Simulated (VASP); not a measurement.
# PtSe2 in VASP: a series of runs

The runs below take PtSe2 through single point, with PBE.

All numbers are computed with VASP 6.6.1; they aren't measurements. Logs are shortened: lines on timing, memory, paths and dates and some standing lists are left out, and cuts for length are marked.

## Step 1: The cell of the first run

The structure is trigonal, space group P-3m1 (No. 164). Conventional cell: a = 3.639 Å, b = 3.639 Å, c = 6.938 Å, α = 90.00°, β = 90.00°, γ = 120.00°. Within 3.3 Å of Pt (site symmetry -3m) lie 6 Se at 2.51 Å. Se (site symmetry 3m) has 3 Pt at 2.51 Å within 3.3 Å.

## Step 2: Single point, PBE

INCAR reads:

```
PREC     = Accurate       # precision mode
ENCUT    = 500            # plane-wave cutoff, eV
EDIFF    = 1E-6           # SCF threshold, eV
ISMEAR   = 0              # smearing method
SIGMA    = 0.02           # smearing width, eV
LREAL    = F              # projectors in reciprocal space
LASPH    = T              # aspherical terms in the spheres
NELM     = 120            # most SCF steps
ALGO     = Normal         # electronic algorithm
ISIF     = 2              # what is computed and relaxed
LWAVE    = F              # write WAVECAR
LCHARG   = F              # write CHGCAR
GGA      = PE             # functional
NBANDS   = 18             # bands
GGA_COMPAT= F
```

KPOINTS reads:

```
regular mesh
0
Gamma
  18 18 6
```

POSCAR reads:

```
PtSe2
1.0
    3.6390127226      0.0000000000      0.0000000000
   -1.8195063613      3.1514774625      0.0000000000
    0.0000000000      0.0000000000      6.9382303938
Pt Se
1 2
Direct
    0.0000000000      0.0000000000      0.0000000000
    0.6666666667      0.3333333333      0.8024496451
    0.3333333333      0.6666666667      0.1975503549
```

Potentials or basis: VASP PAW PBE potentials, release 64 (Pt, Se).

The run is started by

```sh
$ cat potpaw_PBE.64/Pt/POTCAR potpaw_PBE.64/Se/POTCAR > POTCAR
$ mpirun -np 1 vasp_std > vasp.out
```

OUTCAR:

```text
PREC = Accurate
   ENCUT = 500
   EDIFF = 1E-6
   ISMEAR = 0
   LREAL = F
   LASPH = T
   NELM = 120
   ISIF = 2
   GGA = PE

 ion  position               nearest neighbor table
   1  0.000  0.000  0.000-   2 2.51   3 2.51   2 2.51   3 2.51   2 2.51   3 2.51
   2  0.667  0.333  0.802-   1 2.51   1 2.51   1 2.51
   3  0.333  0.667  0.198-   1 2.51   1 2.51   1 2.51

  LATTYP: Found a hexagonal cell.
 ALAT       =     3.6390127226
 C/A-ratio  =     1.9066243849

  Lattice vectors:

 A1 = (   3.6390127226,   0.0000000000,   0.0000000000)
 A2 = (  -1.8195063613,   3.1514774625,   0.0000000000)
 A3 = (   0.0000000000,   0.0000000000,   6.9382303938)

Analysis of symmetry for initial positions (statically):
=====================================================================
 Subroutine PRICEL returns:
 Original cell was already a primitive cell.

 Routine SETGRP: Setting up the symmetry group for a
 hexagonal supercell.

 Subroutine GETGRP returns: Found 12 space group operations
 (whereof 12 operations were pure point group operations)
 out of a pool of 24 trial point group operations.

The static configuration has the point symmetry D_3d.

Analysis of symmetry for dynamics (positions and initial velocities):
=====================================================================
 Subroutine PRICEL returns:
 Original cell was already a primitive cell.

 Routine SETGRP: Setting up the symmetry group for a
 hexagonal supercell.

 Subroutine GETGRP returns: Found 12 space group operations
 (whereof 12 operations were pure point group operations)
 out of a pool of 24 trial point group operations.

The dynamic configuration has the point symmetry D_3d.

 Subroutine INISYM returns: Found 12 space group operations
 (whereof 12 operations are pure point group operations),
 and found     1 'primitive' translations

----------------------------------------------------------------------------------------

                                     Primitive cell

  volume of cell :      79.5695

  direct lattice vectors                    reciprocal lattice vectors
     3.639012723  0.000000000  0.000000000     0.274799809  0.158655744  0.000000000
    -1.819506361  3.151477462  0.000000000     0.000000000  0.317311487  0.000000000
     0.000000000  0.000000000  6.938230394     0.000000000  0.000000000  0.144128970

  length of vectors
     3.639012723  3.639012723  6.938230394     0.317311487  0.317311487  0.144128970

  position of ions in fractional coordinates (direct lattice)
     0.000000000  0.000000000  0.000000000
     0.666666667  0.333333333  0.802449645
     0.333333333  0.666666667  0.197550355

  ion indices of the primitive-cell ions
   primitive index   ion index
                 1           1
                 2           2
                 3           3

----------------------------------------------------------------------------------------

 KPOINTS: regular mesh

Automatic generation of k-mesh.
 Grid dimensions read from file:
 generate k-points for:   18   18    6

 Generating k-lattice:

  Cartesian coordinates                     Fractional coordinates (reciprocal lattice)
     0.015266656  0.008814208  0.000000000     0.055555556 -0.000000000  0.000000000
     0.000000000  0.017628416  0.000000000     0.000000000  0.055555556  0.000000000
     0.000000000  0.000000000  0.024021495     0.000000000  0.000000000  0.166666667

  Length of vectors
     0.017628416  0.017628416  0.024021495

  Shift w.r.t. Gamma in fractional coordinates (k-lattice)
     0.000000000  0.000000000  0.000000000

 Subroutine IBZKPT returns following result:
 ===========================================

 Found    202 irreducible k-points:

 Following reciprocal coordinates:
            Coordinates               Weight
  0.000000  0.000000  0.000000      1.000000
  0.055556 -0.000000  0.000000      6.000000
  0.111111 -0.000000  0.000000      6.000000
  0.166667 -0.000000  0.000000      6.000000
  0.222222 -0.000000  0.000000      6.000000
  0.277778 -0.000000  0.000000      6.000000
[... 16 lines left out ...]
  0.333333  0.111111  0.000000     12.000000
  0.388889  0.111111  0.000000     12.000000
 [... further k-points ...]
   k-points           NKPTS =    202   k-points in BZ     NKDIM =    202   number of bands    NBANDS=     18
   number of dos      NEDOS =    301   number of ions     NIONS =      3
   total plane-waves  NPLWV =  42336
   dimension x,y,z NGX =    28 NGY =   28 NGZ =   54
   dimension x,y,z NGXF=    56 NGYF=   56 NGZF=  108
   ions per type =               1   2
   NGX,Y,Z   is equivalent  to a cutoff of  12.79, 12.79, 12.94 a.u.
   NGXF,Y,Z  is equivalent  to a cutoff of  25.58, 25.58, 25.88 a.u.
 SYSTEM =  unknown system
   PREC   = accura    normal or accurate (medium, high low for compatibility)
   ISTART =      0    job   : 0-new  1-cont  2-samecut
   ICHARG =      2    charge: 1-file 2-atom 10-const
   ISPIN  =      1    spin polarized calculation?
   LNONCOLLINEAR =      F non collinear calculations
   LSORBIT =      F    spin-orbit coupling
   LASPH  =      T    aspherical Exc in radial PAW
   ENCUT  =  500.0 eV  36.75 Ry    6.06 a.u.   6.63  6.63 12.65*2*pi/ulx,y,z
   NELM   =    120;   NELMIN=  2; NELMDL= -5     # of ELM steps
   EDIFF  = 0.1E-05   stopping-criterion for ELM
   LREAL  =      F    real-space projection
   EDIFFG = 0.1E-04   stopping-criterion for IOM
   NSW    =      0    number of steps for IOM
   IBRION =     -1    ionic relax: 0-MD 1-quasi-New 2-CG
   NFREE  =      0    steps in history (QN), initial steepest desc. (CG)
   ISIF   =      2    stress and relaxation
   ISYM   =      2    0-nonsym 1-usesym 2-fastsym
   POTIM  = 0.5000    time-step for ionic-motion
   TEBEG  =    0.0;   TEEND  =   0.0 temperature during run
   PSTRESS=    0.0 pullay stress
   NELECT =      22.0000    total number of electrons
   NUPDOWN=      -1.0000    fix difference up-down
   EMIN   =  10.00;   EMAX   =-10.00  energy-range for DOS
   EFERMI =   0.00;   METHOD = LEGACY
   ISMEAR =     0;   SIGMA  =   0.02  broadening in eV -4-tet -1-fermi 0-gaus
   EFERMI_NEDOS =   21; number of points for ismear=-14 and -15
   IALGO  =     38    algorithm
   IMIX   =      4    mixing-type and parameters
     AMIX     =   0.40;   BMIX     =  1.00
     AMIX_MAG =   1.60;   BMIX_MAG =  1.00
  volume/ion in A,a.u.               =      26.52       178.99
  Fermi-wavevector in a.u.,A,eV,Ry     =   1.066515  2.015421 15.475999  1.137454
  Thomas-Fermi vector in A             =   2.202102
   LORBIT       =      0    0 simple, 1 ext, 2 COOP (PROOUT), +10 PAW based schemes
   GGA     = PE    functional components
   LHFCALC =     F    Hartree Fock is set to
   AEXX    =    0.0000 exact exchange contribution
   IVDW    =     0    specifies the selected vdW correction
   LEPSILON=     F    determine dielectric tensor
   LRPA    =     F    only Hartree local field effects (RPA)
 non-spin polarized calculation
 Gauss-broadening in eV      SIGMA  =   0.02
  energy-cutoff  :      500.00
  volume of cell :       79.57
 maximum number of plane-waves:      2053
 NGX is ok and might be reduce to    28
   NGX = 13   NGY = 13   NGZ = 25

 number of electron      22.0000000 magnetization

 Free energy of the ion-electron system (eV)
  ---------------------------------------------------
  ext. energy  EPLUGINS =         0.00000000
  ---------------------------------------------------
  free energy    TOTEN  =       -14.24040094 eV

  energy without entropy =      -14.24040094  energy(sigma->0) =      -14.24040094

 E-fermi :   3.0928     XC(G=0):  -8.8968

 val. band max:        2.9888102495   @ k =   0.0000   0.0556   0.1667
 cond. band min:       4.0361369308   @ k =   0.0000   0.2222   0.3333
 fundamental gap:      1.0473266813
 Fermi energy:         3.0928047806

 k-point     1 :       0.0000    0.0000    0.0000
  band No.  band energies     occupation
      1     -11.2824      2.00000
      2      -9.5715      2.00000
      3      -2.6136      2.00000
      4      -2.1905      2.00000
      5      -2.1905      2.00000
      6      -0.0698      2.00000
[... 10 lines left out ...]
     17      11.5474      0.00000
     18      11.8266      0.00000

 k-point     2 :       0.0556   -0.0000    0.0000
  band No.  band energies     occupation
      1     -11.2470      2.00000
      2      -9.5703      2.00000
      3      -2.5754      2.00000
      4      -2.2030      2.00000
      5      -2.1708      2.00000
      6      -0.1156      2.00000
[... 10 lines left out ...]
     17      11.6837      0.00000
     18      11.9686      0.00000

 k-point     3 :       0.1111   -0.0000    0.0000
  band No.  band energies     occupation
      1     -11.1429      2.00000
      2      -9.5670      2.00000
      3      -2.4657      2.00000
      4      -2.2297      2.00000
      5      -2.1153      2.00000
      6      -0.2707      2.00000
[... 10 lines left out ...]
     17      12.0564      0.00000
     18      12.1546      0.00000

 k-point     4 :       0.1667   -0.0000    0.0000
  band No.  band energies     occupation
      1     -10.9758      2.00000
      2      -9.5627      2.00000
      3      -2.3334      2.00000
      4      -2.2097      2.00000
      5      -2.0358      2.00000
      6      -0.5786      2.00000
[... 10 lines left out ...]
     17      12.2280      0.00000
     18      12.5575      0.00000

 k-point     5 :       0.2222   -0.0000    0.0000
  band No.  band energies     occupation
      1     -10.7568      2.00000
      2      -9.5583      2.00000
      3      -2.3176      2.00000
      4      -2.0108      2.00000
      5      -1.9521      2.00000
      6      -1.0238      2.00000
[... 10 lines left out ...]
     17      12.0952      0.00000
     18      12.9617      0.00000

 k-point     6 :       0.2778   -0.0000    0.0000
  band No.  band energies     occupation
      1     -10.5030      2.00000
      2      -9.5545      2.00000
      3      -2.3609      2.00000
      4      -1.8878      2.00000
      5      -1.8253      2.00000
      6      -1.3827      2.00000
[... 10 lines left out ...]
     17      12.1850      0.00000
     18      12.9917      0.00000

 k-point     7 :       0.3333   -0.0000    0.0000
  band No.  band energies     occupation
      1     -10.2404      2.00000
      2      -9.5510      2.00000
      3      -2.6034      2.00000
      4      -1.8566      2.00000
      5      -1.8321      2.00000
      6      -1.2575      2.00000
[... 10 lines left out ...]
     17      12.1234      0.00000
     18      12.7703      0.00000

 k-point     8 :       0.3889   -0.0000    0.0000
  band No.  band energies     occupation
      1     -10.0056      2.00000
      2      -9.5463      2.00000
      3      -2.9860      2.00000
      4      -1.8530      2.00000
      5      -1.7043      2.00000
      6      -1.0311      2.00000
[... 10 lines left out ...]
     17      11.9536      0.00000
     18      12.5297      0.00000
[... 229 lines left out ...]
     17      12.3551      0.00000
     18      12.3782      0.00000

 k-point    20 :       0.1667    0.1111    0.0000
  band No.  band energies     occupation
      1     -10.6670      2.00000
      2      -9.5568      2.00000
      3      -2.2512      2.00000
      4      -1.9835      2.00000
      5      -1.9758      2.00000
      6      -0.9072      2.00000
[... 10 lines left out ...]
     17      12.1527      0.00000
     18      12.2458      0.00000

 k-point    21 :       0.2222    0.1111    0.0000
  band No.  band energies     occupation
      1     -10.4217      2.00000
      2      -9.5536      2.00000
      3      -2.2702      2.00000
      4      -2.0412      2.00000
      5      -1.7507      2.00000
      6      -1.2170      2.00000
[... 10 lines left out ...]
     17      11.8325      0.00000
     18      12.2473      0.00000

 k-point    22 :       0.2778    0.1111    0.0000
  band No.  band energies     occupation
      1     -10.1687      2.00000
      2      -9.5508      2.00000
      3      -2.5189      2.00000
      4      -2.0496      2.00000
      5      -1.6196      2.00000
      6      -1.2035      2.00000
[... 10 lines left out ...]
     17      11.7566      0.00000
     18      12.2997      0.00000

 k-point    23 :       0.3333    0.1111    0.0000
  band No.  band energies     occupation
      1      -9.9434      2.00000
      2      -9.5467      2.00000
      3      -2.8826      2.00000
      4      -2.0041      2.00000
      5      -1.5304      2.00000
      6      -1.0040      2.00000
[... 10 lines left out ...]
     17      11.7700      0.00000
     18      12.2873      0.00000

 k-point    24 :       0.3889    0.1111    0.0000
  band No.  band energies     occupation
      1      -9.7883      2.00000
      2      -9.5393      2.00000
      3      -3.1564      2.00000
      4      -1.9844      2.00000
      5      -1.3815      2.00000
      6      -0.8951      2.00000
[... 10 lines left out ...]
     17      11.8342      0.00000
     18      12.2446      0.00000

 [... further k-points ...]

------------------------ aborting loop because EDIFF is reached ----------------------------------------

  FORCE on cell =-STRESS in cart. coord.  units (eV):
  Direction    XX          YY          ZZ          XY          YZ          ZX
  --------------------------------------------------------------------------------------
  -------------------------------------------------------------------------------------
  Total        2.0617870      2.0617870     -0.0070675      0.0000000      0.0000000      0.0000000
  in kB       41.5152710     41.5152710     -0.1423088      0.0000000      0.0000000      0.0000000
  external PRESSURE =      27.6294111 kB  Pullay stress =       0.0000000 kB

 VOLUME and BASIS-vectors are now :
 -----------------------------------------------------------------------------
  energy-cutoff  :      500.00
  volume of cell :       79.57
      direct lattice vectors                 reciprocal lattice vectors
     3.639012723  0.000000000  0.000000000     0.274799809  0.158655744  0.000000000
    -1.819506361  3.151477462  0.000000000     0.000000000  0.317311487  0.000000000
     0.000000000  0.000000000  6.938230394     0.000000000  0.000000000  0.144128970

 POSITION                                       TOTAL-FORCE (eV/Angst)
 -----------------------------------------------------------------------------------
      0.00000      0.00000      0.00000        -0.000000      0.000000      0.000000
      1.81951      1.05049      5.56758        -0.000000      0.000000      0.000294
     -0.00000      2.10098      1.37065         0.000000     -0.000000     -0.000294
 -----------------------------------------------------------------------------------
    total drift:                                0.000000      0.000000      0.000000

  FREE ENERGIE OF THE ION-ELECTRON SYSTEM (eV)
  ---------------------------------------------------
  free  energy   TOTEN  =       -14.2404009377 eV

  energy  without entropy=      -14.2404009377  energy(sigma->0) =      -14.24040094
```

It took 2.7 min on 1 thread of AMD EPYC 7R13 (Zen 3), shared host; peak memory 0.37 GiB.

Results:

```yaml
Free_energy: -14.2404 eV
Pressure: 2.8 GPa
Band_gap_on_the_k_mesh: 1.05 eV (least direct gap 1.26 eV)
```

Caveat: spin-orbit coupling is left out, which moves the levels of the heavy elements; this functional lacks dispersion, which binds layers or chains, so the pressure and a relaxed spacing across them are unreliable.

## Step 3: Single point, PBE

This run uses another cell than the first one, of 26.41 Å³/atom.

INCAR reads:

```
SYSTEM = PtSe2
PREC = Accurate
ENCUT = 520
EDIFF = 1E-7
ISMEAR = 0
SIGMA = 0.02
LREAL = .FALSE.
LASPH = .TRUE.
NELM = 100
ALGO = Normal
ISIF = 2
LWAVE = .FALSE.
LCHARG = .FALSE.
GGA = PE
NBANDS = 18
```

KPOINTS reads:

```
regular mesh
0
G
  12 12 4
  0 0 0
```

POSCAR reads:

```
PtSe2
1.0
    3.7515594721      0.0000000000      0.0000000000
   -1.8757797360      3.2489458066      0.0000000000
    0.0650133213      0.0000000000      6.5013321315
Pt Se
1 2
Direct
    0.0000000000      0.0000000000      0.0000000000
    0.6701437337      0.3333308159      0.7990116662
    0.3298562663      0.6666691841      0.2009883338
```

Potentials or basis: VASP PAW PBE potentials, release 64 (Pt, Se).

The run is started by

```sh
$ cat potpaw_PBE.64/Pt/POTCAR potpaw_PBE.64/Se/POTCAR > POTCAR
$ mpirun -np 1 vasp_std > vasp.out
```

Run time: 2.5 min. Hardware: 1 thread of Intel Xeon 6975P-C (Granite Rapids), shared host; peak memory 0.51 GiB.

Results (log left out):

```
Free energy            : -14.3031 eV
Pressure               : 0.0 GPa
Band gap on the k mesh : 0.87 eV (least direct gap 1.02 eV)
```

Forces on the atoms (eV/Å):
```
Pt   0.000  0.000  0.000
Se   0.000  0.000  0.002
Se   0.000  0.000 -0.002
```

Levels at points of the mesh, in eV from the valence-band top:
| k point | band 7 | band 8 | band 9 | band 10 | band 11 | band 12 | band 13 | band 14 | band 15 | band 16 |
| --- | --- | --- | --- | --- | --- | --- | --- | --- | --- | --- |
| (0.00, 0.00, 0.00) | -3.04 | -1.60 | -0.27 | -0.27 | -0.22 | 2.63 | 2.63 | 4.17 | 5.20 | 8.10 |
| (0.50, 0.00, 0.00) | -2.53 | -2.49 | -2.16 | -2.10 | -1.85 | 1.93 | 2.50 | 4.69 | 6.06 | 7.96 |
| (0.50, 0.50, 0.00) | -2.53 | -2.49 | -2.15 | -2.10 | -1.86 | 1.95 | 2.51 | 4.65 | 6.03 | 7.91 |
| (0.00, 0.50, 0.00) | -2.53 | -2.49 | -2.16 | -2.10 | -1.86 | 1.94 | 2.51 | 4.67 | 6.05 | 7.93 |
| (0.00, 0.00, 0.50) | -3.04 | -1.35 | -1.30 | -0.30 | -0.30 | 2.70 | 2.70 | 5.27 | 5.83 | 7.30 |
| (0.50, 0.00, 0.50) | -2.53 | -2.53 | -2.21 | -2.05 | -1.38 | 2.17 | 2.35 | 4.36 | 5.70 | 7.32 |
| (0.50, 0.50, 0.50) | -2.53 | -2.53 | -2.22 | -2.05 | -1.37 | 2.14 | 2.35 | 4.41 | 5.74 | 7.26 |
| (0.00, 0.50, 0.50) | -2.53 | -2.53 | -2.22 | -2.05 | -1.37 | 2.15 | 2.35 | 4.39 | 5.72 | 7.29 |

Caveat: spin-orbit coupling is left out, which moves the levels of the heavy elements.
